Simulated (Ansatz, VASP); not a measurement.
**LiBe2: VASP beside Ansatz**

File INCAR:

```
PREC = Accurate ; ENCUT = 600
EDIFF = 1E-6 ; ISMEAR = 0
SIGMA = 0.1 ; LREAL = F
LASPH = T ; NELM = 60
ALGO = Normal ; ISIF = 3
LWAVE = F ; LCHARG = F
GGA = PE ; IBRION = 2
NSW = 100 ; EDIFFG = -0.01
```

Contents of KPOINTS:

```
Automatic mesh
0
Gamma
  12 12 20
```

Contents of POSCAR:

```
LiBe2
1.0
    3.8470144569      0.0000000000      0.0000000000
   -1.9235072285      3.3316122484      0.0000000000
    0.0000000000      0.0000000000      2.1964208330
Li Be
1 2
Direct
    0.0000000000      0.0000000000      0.0000000000
    0.6666666667      0.3333333333      0.7068974079
    0.3333333333      0.6666666667      0.2931025921
```

Input for Ansatz:

```yaml
crystal:
  lattice:
    - [3.8470144569, 0.0, 0.0]
    - [-1.9235072285, 3.3316122484, 0.0]
    - [0.0, 0.0, 2.196420833]
  atoms:
    - { symbol: Li, position: [0.0, 0.0, 0.0] }
    - { symbol: Be, position: [0.6666666667, 0.3333333333, 0.7068974079] }
    - { symbol: Be, position: [0.3333333333, 0.6666666667, 0.2931025921] }
basis:
  ecutwfc: 420
kpoints:
  mp_grid: { grid: [12, 12, 20] }
hamiltonian:
  xc: pbe
scf:
  occupations: { method: gaussian, width: 0.1 }
output:
  forces: true
  stress: true
  eigenvalues: true
  write_density: true
  write_potential: true
  elf: true
  volumetric_format: npy
relax:
  adjacent_minimum: "off"
  f_tol: 0.01
  max_steps: 80
  cell: { stress_tol: 0.05 }
```

Alike in both runs: task relaxation of cell and atoms; functional PBE; k mesh 12 × 12 × 20; occupations gaussian, width 0.1 eV; no spin polarisation.

|  | VASP | Ansatz |
| --- | --- | --- |
| version | VASP 6.6.1 | Ansatz 0.2.0 |
| potentials or method | VASP PAW PBE potentials, release 64 (Li_sv, Be), cutoff 600 eV | scalar-relativistic, plane waves, PAW |
| valence electrons in the cell | 7 | 7 |

|  | VASP | Ansatz | Ansatz less VASP |
| --- | --- | --- | --- |
| gap on the k mesh at the Fermi level, each at its own relaxed structure (eV) | none | none | - |
| relaxed volume (Å³/atom) | 9.37 | 9.38 | +0.008 |
| relaxed cell length with the largest relative difference (Å) | 2.198 | 2.199 | +0.0009 |

A gap of «none» marks a metal or a gap that the smearing closes.

Noted on VASP's run: the cutoff is short for stress, so the pressure is rough.
